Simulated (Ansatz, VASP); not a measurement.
# Pb: VASP beside Ansatz

```
Pb
1.0
     2.50963   -2.52453   -0.04441
     2.50963    2.52453   -0.04441
    -2.46859    0.00000    2.56905
Pb
1
Direct
  0.00000 0.00000 0.50000
```

Alike in both runs: functional PBE; k mesh 18 × 18 × 22; occupations gaussian, width 0.1 eV; no spin polarisation.

Ansatz relaxed the structure, and its values are those at the end. VASP's run is a single point on that final structure, the one shown.

|  | VASP | Ansatz |
| --- | --- | --- |
| version | VASP 6.6.1 | Ansatz 0.2.0 |
| potentials or method | VASP PAW PBE potentials, release 64 (Pb_d), cutoff 520 eV | scalar-relativistic, plane waves, PAW |
| valence electrons in the cell | 14 | 14 |

|  | VASP | Ansatz | Ansatz less VASP |
| --- | --- | --- | --- |
| gap on the k mesh at the Fermi level (eV) | none | none | - |
| pressure (GPa) | -0.1 | 0.0 | +0.05 |

A gap of «none» marks a metal or a gap that the smearing closes.

Spin-orbit coupling is off throughout.
